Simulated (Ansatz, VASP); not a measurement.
## Ru in VASP and in Ansatz

```
CELL_PARAMETERS angstrom
2.66521 0.00000 0.00000
-1.33261 2.30814 0.00000
0.00000 0.00000 4.21767
ATOMIC_POSITIONS crystal
Ru 0.33333 0.66667 0.25000
Ru 0.66667 0.33333 0.75000
```

Change from the starting cell: strain -0.015 along x and y, -0.015 along z, atoms carried along.

Alike in both runs: task single point; functional PBEsol; k mesh 24 × 24 × 12; occupations gaussian, width 0.15 eV; no spin polarisation.

|  | VASP | Ansatz |
| --- | --- | --- |
| version | VASP 6.6.1 | Ansatz 0.2.0 |
| potentials or method | VASP PAW PBE potentials, release 64 (Ru_pv), cutoff 520 eV | scalar-relativistic, plane waves, PAW |
| valence electrons in the cell | 28 | 32 |

VASP gave:

- gap on the k mesh at the Fermi level (eV): none
- pressure (GPa): 9.8
- traceless stress, the component that is largest in VASP (GPa): -0.61

Problem. Which values does Ansatz return?

Solution. gap on the k mesh at the Fermi level (eV): none; pressure (GPa): 9.8; traceless stress, the component that is largest in VASP (GPa): -0.63.

VASP's potentials were made for PBE, not for PBEsol. A gap of «none» marks a metal or a gap that the smearing closes. VASP's potentials hold 28 valence electrons a cell and Ansatz's 32, so a difference there can come from the potentials and not from the codes.
